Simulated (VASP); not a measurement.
# Co8Si15 (P1) in VASP: single point with PBE

Aim: the single point of Co8Si15 with PBE.

All numbers are computed with VASP 6.6.1; they aren't measurements. Logs are shortened: lines on timing, memory, paths and dates and some standing lists are left out, and cuts for length are marked.

## (1) The cell of the first run

The typed cell holds 23 atoms: a = 7.549 Å, b = 7.550 Å, c = 7.549 Å, α = 60.15°, β = 60.16°, γ = 60.15°.

## (2) Single point, PBE (atoms taken out, then relaxed in part)

INCAR reads:

```
PREC = Accurate ; ENCUT = 520
EDIFF = 1E-7 ; ISMEAR = 0
SIGMA = 0.1 ; LREAL = Auto
LASPH = True ; NELM = 100
ALGO = Normal ; ISIF = 2
LWAVE = False ; LCHARG = False
GGA = PE ; ISYM = 0
NBANDS = 83
```

KPOINTS reads:

```
Automatic mesh
0
Gamma
  4 4 4
```

POSCAR reads:

```
Co8Si15
1.0
    5.3386034765     -0.0124211035      5.3377776561
    5.3386246851      5.3387727481     -0.0124360437
   -0.0121415680      5.3384747504      5.3375011391
Co Si
8 15
Direct
    0.9985928888      0.9998188349      0.5018334282
    0.9981541612      0.4982957929      0.5047256495
    0.4997806605     -0.0000961418      0.5019731786
    0.4995765808      0.4988261116      0.5017537272
    0.9981698339      0.0025393740      0.0004304311
    0.9975168050      0.4977804815      0.9998091903
    0.4995795971      0.9997966734      0.0007692759
    0.5023495387      0.4983069383      0.0003717000
    0.1260492296      0.1228300903      0.1283033730
    0.1240768218      0.6242672440      0.1263909524
    0.6230008789      0.1231565521      0.1284479132
    0.6225931605      0.6262546860      0.1282284099
    0.1262713583      0.1231671007      0.6252403946
    0.1260625737      0.6262889960      0.6248459652
    0.6246096551      0.1248300029      0.6267940043
    0.6230065981      0.6263957793      0.6251851105
    0.3746012642      0.3737500686      0.3768224495
    0.3742825671      0.8744792931      0.3764774536
    0.8735383147      0.3737950003      0.3764974463
    0.8736195172      0.8747578731      0.3768622100
    0.3741724246      0.3737758865      0.8757481346
    0.3745749241      0.8747584847      0.8758250636
    0.8735460713      0.8744666868      0.8758205829
```

Potentials or basis: VASP PAW PBE potentials, release 64 (Co, Si).

Command:

```sh
> cat potpaw_PBE.64/Co/POTCAR potpaw_PBE.64/Si/POTCAR > POTCAR
> mpirun -np 1 vasp_std > vasp.out
```

OUTCAR:

```text
PREC = Accurate
   ENCUT = 520
   EDIFF = 1E-7
   ISMEAR = 0
   LREAL = Auto
   LASPH = True
   NELM = 100
   ISIF = 2
   GGA = PE
   ISYM = 0

 ion  position               nearest neighbor table
   1  0.999  1.000  0.502-  13 2.31   9 2.31  14 2.31  20 2.31  23 2.31  19 2.31  15 2.31  18 2.32

   2  0.998  0.498  0.505-  14 2.32  13 2.32  16 2.32  19 2.32  17 2.33  20 2.33  10 2.34
   3  0.500  1.000  0.502-  15 2.31  11 2.31  13 2.31  16 2.31  22 2.31  20 2.31  17 2.31  18 2.32

   4  0.500  0.499  0.502-  16 2.31  12 2.31  14 2.31  17 2.31  19 2.31  21 2.31  15 2.31  18 2.32

   5  0.998  0.003  0.000-   9 2.32  13 2.32  11 2.32  23 2.32  22 2.32  20 2.32  10 2.34
   6  0.998  0.498  1.000-  12 2.32  14 2.32   9 2.32  21 2.33  19 2.33  23 2.33  10 2.34
   7  0.500  1.000  0.001-  11 2.31   9 2.31  12 2.31  22 2.31  15 2.31  23 2.31  21 2.31  18 2.32

   8  0.502  0.498  0.000-  12 2.32  11 2.32  16 2.32  21 2.32  17 2.32  22 2.33  10 2.34
   9  0.126  0.123  0.128-   1 2.31   7 2.31   5 2.32   6 2.32  18 2.65  21 2.67  19 2.67  20 2.68
                            22 2.68
  10  0.124  0.624  0.126-   8 2.34   5 2.34   2 2.34   6 2.34  17 2.68  20 2.68  22 2.68  19 2.68
                            23 2.68  21 2.68
  11  0.623  0.123  0.128-   7 2.31   3 2.31   8 2.32   5 2.32  18 2.66  20 2.67  17 2.67  23 2.68
                            21 2.68
  12  0.623  0.626  0.128-   4 2.31   7 2.31   8 2.32   6 2.32  18 2.65  19 2.67  23 2.67  22 2.67
                            17 2.68
  13  0.126  0.123  0.625-   1 2.31   3 2.31   2 2.32   5 2.32  18 2.66  22 2.67  17 2.67  19 2.68
                            23 2.68
  14  0.126  0.626  0.625-   4 2.31   1 2.31   2 2.32   6 2.32  18 2.65  21 2.67  23 2.67  20 2.67
                            17 2.68
  15  0.625  0.125  0.627-   3 2.31   7 2.31   1 2.31   4 2.31  23 2.66  19 2.66  21 2.66  17 2.67
                            20 2.67  22 2.67
  16  0.623  0.626  0.625-   4 2.31   3 2.31   2 2.32   8 2.32  18 2.66  20 2.67  22 2.67  19 2.68
                            21 2.68
  17  0.375  0.374  0.377-   4 2.31   3 2.31   8 2.32   2 2.33  13 2.67  11 2.67  15 2.67  12 2.68
                            14 2.68  10 2.68
  18  0.374  0.874  0.376-   3 2.32   4 2.32   7 2.32   1 2.32   9 2.65  14 2.65  12 2.65  16 2.66
                            11 2.66  13 2.66
  19  0.874  0.374  0.376-   4 2.31   1 2.31   2 2.32   6 2.33  15 2.66  12 2.67   9 2.67  10 2.68
                            16 2.68  13 2.68
  20  0.874  0.875  0.377-   3 2.31   1 2.31   5 2.32   2 2.33  11 2.67  16 2.67  15 2.67  14 2.67
                             9 2.68  10 2.68
  21  0.374  0.374  0.876-   4 2.31   7 2.31   8 2.32   6 2.33  15 2.66  14 2.67   9 2.67  10 2.68
                            11 2.68  16 2.68
  22  0.375  0.875  0.876-   7 2.31   3 2.31   5 2.32   8 2.33  13 2.67  16 2.67  15 2.67  12 2.67
                             9 2.68  10 2.68
  23  0.874  0.874  0.876-   1 2.31   7 2.31   5 2.32   6 2.33  15 2.66  12 2.67  14 2.67  10 2.68
                            11 2.68  13 2.68

IMPORTANT INFORMATION: All symmetrisations will be switched off!
NOSYMM: (Re-)initialisation of all symmetry stuff for point group C_1.

----------------------------------------------------------------------------------------

                                     Primitive cell

  volume of cell :     305.3089

  direct lattice vectors                    reciprocal lattice vectors
     5.338603477 -0.012421104  5.337777656     0.093551465 -0.093330931  0.093560763
     5.338624685  5.338772748 -0.012436044     0.093550789  0.093543329 -0.093347586
    -0.012141568  5.338474750  5.337501139    -0.093338344  0.093553717  0.093570485

  length of vectors
     7.549351738  7.550070373  7.549064743     0.161914038  0.161913175  0.161925230

  position of ions in fractional coordinates (direct lattice)
     0.998592889  0.999818835  0.501833428
     0.998154161  0.498295793  0.504725650
     0.499780661  0.999903858  0.501973179
     0.499576581  0.498826112  0.501753727
     0.998169834  0.002539374  0.000430431
     0.997516805  0.497780482  0.999809190
[... 15 lines left out ...]
     0.374574924  0.874758485  0.875825064
     0.873546071  0.874466687  0.875820583

  ion indices of the primitive-cell ions
   primitive index   ion index
                 1           1
                 2           2
                 3           3
                 4           4
                 5           5
                 6           6
[... 15 lines left out ...]
                22          22
                23          23

----------------------------------------------------------------------------------------

 KPOINTS: Automatic mesh

Automatic generation of k-mesh.
 Grid dimensions read from file:
 generate k-points for:    4    4    4

 Generating k-lattice:

  Cartesian coordinates                     Fractional coordinates (reciprocal lattice)
     0.023387866 -0.023332733  0.023390191     0.250000000  0.000000000  0.000000000
     0.023387697  0.023385832 -0.023336896     0.000000000  0.250000000  0.000000000
    -0.023334586  0.023388429  0.023392621    -0.000000000 -0.000000000  0.250000000

  Length of vectors
     0.040478510  0.040478294  0.040481307

  Shift w.r.t. Gamma in fractional coordinates (k-lattice)
     0.000000000  0.000000000  0.000000000

 Subroutine IBZKPT returns following result:
 ===========================================

 Found     36 irreducible k-points:

 Following reciprocal coordinates:
            Coordinates               Weight
  0.000000  0.000000  0.000000      1.000000
  0.250000 -0.000000  0.000000      2.000000
  0.500000 -0.000000  0.000000      1.000000
  0.000000  0.250000 -0.000000      2.000000
  0.250000  0.250000 -0.000000      2.000000
  0.500000  0.250000  0.000000      2.000000
[... 16 lines left out ...]
 -0.000000 -0.250000  0.250000      2.000000
  0.250000 -0.250000  0.250000      2.000000
 [... further k-points ...]
   k-points           NKPTS =     36   k-points in BZ     NKDIM =     36   number of bands    NBANDS=     83
   number of dos      NEDOS =    301   number of ions     NIONS =     23
   total plane-waves  NPLWV = 175616
   dimension x,y,z NGX =    56 NGY =   56 NGZ =   56
   dimension x,y,z NGXF=   112 NGYF=  112 NGZF=  112
   ions per type =               8  15
   NGX,Y,Z   is equivalent  to a cutoff of  12.33, 12.33, 12.33 a.u.
   NGXF,Y,Z  is equivalent  to a cutoff of  24.66, 24.66, 24.66 a.u.
 SYSTEM =  unknown system
   PREC   = accura    normal or accurate (medium, high low for compatibility)
   ISTART =      0    job   : 0-new  1-cont  2-samecut
   ICHARG =      2    charge: 1-file 2-atom 10-const
   ISPIN  =      1    spin polarized calculation?
   LNONCOLLINEAR =      F non collinear calculations
   LSORBIT =      F    spin-orbit coupling
   LASPH  =      T    aspherical Exc in radial PAW
   ENCUT  =  520.0 eV  38.22 Ry    6.18 a.u.  14.04 14.04 14.04*2*pi/ulx,y,z
   NELM   =    100;   NELMIN=  2; NELMDL= -5     # of ELM steps
   EDIFF  = 0.1E-06   stopping-criterion for ELM
   LREAL  =      T    real-space projection
   EDIFFG = 0.1E-05   stopping-criterion for IOM
   NSW    =      0    number of steps for IOM
   IBRION =     -1    ionic relax: 0-MD 1-quasi-New 2-CG
   NFREE  =      0    steps in history (QN), initial steepest desc. (CG)
   ISIF   =      2    stress and relaxation
   ISYM   =      0    0-nonsym 1-usesym 2-fastsym
   POTIM  = 0.5000    time-step for ionic-motion
   TEBEG  =    0.0;   TEEND  =   0.0 temperature during run
   PSTRESS=    0.0 pullay stress
   NELECT =     132.0000    total number of electrons
   NUPDOWN=      -1.0000    fix difference up-down
   EMIN   =  10.00;   EMAX   =-10.00  energy-range for DOS
   EFERMI =   0.00;   METHOD = LEGACY
   ISMEAR =     0;   SIGMA  =   0.10  broadening in eV -4-tet -1-fermi 0-gaus
   EFERMI_NEDOS =   21; number of points for ismear=-14 and -15
   IALGO  =     38    algorithm
   IMIX   =      4    mixing-type and parameters
     AMIX     =   0.40;   BMIX     =  1.00
     AMIX_MAG =   1.60;   BMIX_MAG =  1.00
  volume/ion in A,a.u.               =      13.27        89.58
  Fermi-wavevector in a.u.,A,eV,Ry     =   1.237902  2.339296 20.849591  1.532402
  Thomas-Fermi vector in A             =   2.372450
   LORBIT       =      0    0 simple, 1 ext, 2 COOP (PROOUT), +10 PAW based schemes
   GGA     = PE    functional components
   LHFCALC =     F    Hartree Fock is set to
   AEXX    =    0.0000 exact exchange contribution
   IVDW    =     0    specifies the selected vdW correction
   LEPSILON=     F    determine dielectric tensor
   LRPA    =     F    only Hartree local field effects (RPA)
 non-spin polarized calculation
 Gauss-broadening in eV      SIGMA  =   0.10
  energy-cutoff  :      520.00
  volume of cell :      305.31
 maximum number of plane-waves:      8235
   NGX = 29   NGY = 29   NGZ = 29

 number of electron     131.9999996 magnetization

 Free energy of the ion-electron system (eV)
  ---------------------------------------------------
  ext. energy  EPLUGINS =         0.00000000
  ---------------------------------------------------
  free energy    TOTEN  =      -146.52987790 eV

  energy without entropy =     -146.45883717  energy(sigma->0) =     -146.49435753

 E-fermi :   9.4730     XC(G=0): -11.5466

 val. band max:        9.4360439556   @ k =   0.0000   0.2500  -0.0000
 cond. band min:       9.4857427986   @ k =   0.5000  -0.0000   0.2500
 fundamental gap:      0.0496988430
 Fermi energy:         9.4730402507

 k-point     1 :       0.0000    0.0000    0.0000
  band No.  band energies     occupation
      1      -3.4330      2.00000
      2      -0.2034      2.00000
      3      -0.1966      2.00000
      4      -0.1962      2.00000
      5      -0.1876      2.00000
      6       0.2585      2.00000
[... 70 lines left out ...]
     77      12.6412      0.00000
     78      12.6419      0.00000

 k-point     2 :       0.2500   -0.0000    0.0000
  band No.  band energies     occupation
      1      -3.2056      2.00000
      2      -1.4031      2.00000
      3      -0.3215      2.00000
      4      -0.3208      2.00000
      5      -0.3053      2.00000
      6       0.1998      2.00000
[... 1774 lines left out ...]
 k-point    24 :       0.2500   -0.2500    0.2500
  band No.  band energies     occupation
      1      -2.6228      2.00000
      2      -1.9828      2.00000
      3      -1.3956      2.00000
      4      -0.8418      2.00000
      5      -0.5827      2.00000
      6       0.3664      2.00000
[... 70 lines left out ...]
     77      12.3624      0.00000
     78      12.4128      0.00000

 [... further k-points ...]

 [bands above 78 left out]

------------------------ aborting loop because EDIFF is reached ----------------------------------------

  FORCE on cell =-STRESS in cart. coord.  units (eV):
  Direction    XX          YY          ZZ          XY          YZ          ZX
  --------------------------------------------------------------------------------------
  -------------------------------------------------------------------------------------
  Total       -0.2557811     -0.2585447     -0.2329091      0.1690878      0.1785851      0.1775875
  in kB       -1.3422689     -1.3567716     -1.2222430      0.8873265      0.9371656      0.9319302
  external PRESSURE =      -1.3070945 kB  Pullay stress =       0.0000000 kB

 VOLUME and BASIS-vectors are now :
 -----------------------------------------------------------------------------
  energy-cutoff  :      520.00
  volume of cell :      305.31
      direct lattice vectors                 reciprocal lattice vectors
     5.338603477 -0.012421104  5.337777656     0.093551465 -0.093330931  0.093560763
     5.338624685  5.338772748 -0.012436044     0.093550789  0.093543329 -0.093347586
    -0.012141568  5.338474750  5.337501139    -0.093338344  0.093553717  0.093570485

 POSITION                                       TOTAL-FORCE (eV/Angst)
 -----------------------------------------------------------------------------------
     10.66266      8.00443      7.99637        -0.006872      0.003298     -0.005594
      7.98284      5.34235      8.01570         0.004887     -0.001919     -0.003046
      8.00015      8.01182      5.33457         0.003897      0.004832      0.004914
      5.32399      5.33551      5.33854        -0.007943     -0.005776      0.004163
      5.34238      0.00346      5.33027        -0.003419     -0.001385      0.004359
      7.97067      7.98260     10.65482         0.005752      0.006721      0.006748
[... 15 lines left out ...]
      6.65908      9.34105      6.66324        -0.003110      0.000094      0.001311
      9.32133      9.33327      9.32661        -0.000053     -0.001119      0.006513
 -----------------------------------------------------------------------------------
    total drift:                                0.022794     -0.016428     -0.013543

  FREE ENERGIE OF THE ION-ELECTRON SYSTEM (eV)
  ---------------------------------------------------
  free  energy   TOTEN  =      -146.5298779031 eV

  energy  without entropy=     -146.4588371659  energy(sigma->0) =     -146.49435753
```

Run time: 32 min. Hardware: 1 thread of AMD EPYC 9R45 (Zen 5), shared host; peak memory 0.74 GiB.

Results:

- Free energy: -146.5299 eV
- Pressure: -0.1 GPa
- Largest force: 0.011 eV/Å
- Band gap on the k mesh: zero (bands 66 and 67 overlap by 0.34 eV)

Forces in eV/Å, atoms in the order of the input:
```
Co  -0.007  0.003 -0.006
Co   0.005 -0.002 -0.003
Co   0.004  0.005  0.005
Co  -0.008 -0.006  0.004
Co  -0.003 -0.001  0.004
Co   0.006  0.007  0.007
Co   0.002 -0.005 -0.005
Co  -0.002  0.006 -0.001
Si   0.002  0.000 -0.007
Si  -0.002 -0.003 -0.003
Si   0.000 -0.002 -0.002
Si   0.003 -0.004  0.001
Si  -0.001  0.001 -0.003
Si  -0.007  0.000  0.000
Si  -0.002 -0.005 -0.004
Si   0.000  0.000  0.002
Si   0.000 -0.001 -0.003
Si   0.003  0.003  0.002
Si   0.008 -0.001  0.001
Si   0.000 -0.003 -0.001
Si   0.002  0.007  0.003
Si  -0.003  0.000  0.001
Si   0.000 -0.001  0.007
```

Levels at points of the mesh, in eV from the Fermi level:
```tsv
k point	band 64	band 65	band 66	band 67	band 68	band 69
(0.00, 0.00, 0.00)	-0.33	-0.07	-0.07	0.80	0.80	0.85
(0.50, 0.00, 0.00)	-0.67	-0.59	-0.19	-0.16	0.19	1.33
(0.00, 0.50, 0.00)	-0.67	-0.59	-0.19	-0.16	0.19	1.33
(0.50, 0.50, 0.00)	-0.10	-0.08	-0.07	-0.05	0.43	0.47
(0.00, 0.00, 0.50)	-0.67	-0.59	-0.19	-0.16	0.19	1.33
(0.50, 0.00, 0.50)	-0.10	-0.08	-0.07	-0.04	0.43	0.47
(0.00, 0.50, 0.50)	-0.10	-0.08	-0.07	-0.05	0.43	0.47
(0.50, 0.50, 0.50)	-0.66	-0.57	-0.18	-0.18	0.22	1.34
```

Caveat: the cell differs from its parent crystal (atoms taken out, then relaxed in part). Spin polarisation is off, so any magnetic state and its effect on volume and gap are missing.

The gap in the log of VASP goes by the Fermi energy; the results here count the filled bands.